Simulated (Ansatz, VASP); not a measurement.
KMgF3: VASP beside Ansatz

POSCAR

```
KMgF3
1.0
    4.0196463986      0.0000000000      0.0000000000
    0.0000000000      4.0196463986      0.0000000000
    0.0000000000      0.0000000000      4.0196463986
K Mg F
1 1 3
Direct
    0.5000000000      0.5000000000      0.5000000000
    0.0000000000      0.0000000000      0.0000000000
    0.5000000000      0.0000000000      0.0000000000
    0.0000000000      0.5000000000      0.0000000000
    0.0000000000      0.0000000000      0.5000000000
```

The input INCAR.step1:

```
  ALGO = Normal
  EDIFF = 1E-4
  ENCUT = 520
  GGA = PE
  ISMEAR = 0
  LASPH = True
  LCHARG = False
  LREAL = False
  LWAVE = True
  NBANDS = 24
  NELM = 60
  PREC = Accurate
  SIGMA = 0.01
```

File INCAR.step2:

```
  ALGO = Normal
  EDIFF = 1E-7
  ENCUT = 520
  ISIF = 2
  ISMEAR = 0
  ISTART = 1
  LASPH = True
  LCHARG = True
  LELF = True
  LMIXTAU = True
  LREAL = False
  LVHAR = True
  LWAVE = False
  METAGGA = R2SCAN
  NBANDS = 24
  NELM = 60
  PREC = Accurate
  SIGMA = 0.01
```

The input KPOINTS:

```
k-points
0
Gamma
  6 6 6
```

Input for Ansatz:

```yaml
crystal:
  lattice:
    - [4.0196463986, 0.0, 0.0]
    - [0.0, 4.0196463986, 0.0]
    - [0.0, 0.0, 4.0196463986]
  atoms:
    - { symbol: K, position: [0.5, 0.5, 0.5] }
    - { symbol: Mg, position: [0.0, 0.0, 0.0] }
    - { symbol: F, position: [0.5, 0.0, 0.0] }
    - { symbol: F, position: [0.0, 0.5, 0.0] }
    - { symbol: F, position: [0.0, 0.0, 0.5] }
kpoints:
  mp_grid: { grid: [6, 6, 6] }
hamiltonian:
  xc: r2scan
scf:
  occupations: { method: fixed }
  n_extra_bands: 5
output:
  forces: true
  stress: true
  eigenvalues: true
```

Alike in both runs: task single point; functional r2SCAN; k mesh 6 × 6 × 6; no spin polarisation.

```csv
,VASP,Ansatz
version,VASP 6.6.1,Ansatz 0.2.0
potentials or method,"VASP PAW PBE potentials, release 64 (K_sv, Mg, F)","plane waves, PAW"
plane-wave cutoff (eV),520,500
occupations,"gaussian, width 0.01 eV",fixed
valence electrons in the cell,32,40
```

|  | VASP | Ansatz | Ansatz less VASP |
| --- | --- | --- | --- |
| gap on the k mesh at the Fermi level (eV) | 8.05 | 8.07 | +0.022 |
| pressure (GPa) | -2.7 | -2.1 | +0.62 |

VASP's potentials were made for PBE, not for r2SCAN. VASP's potentials hold 32 valence electrons a cell and Ansatz's 40, so a difference there can come from the potentials and not from the codes.
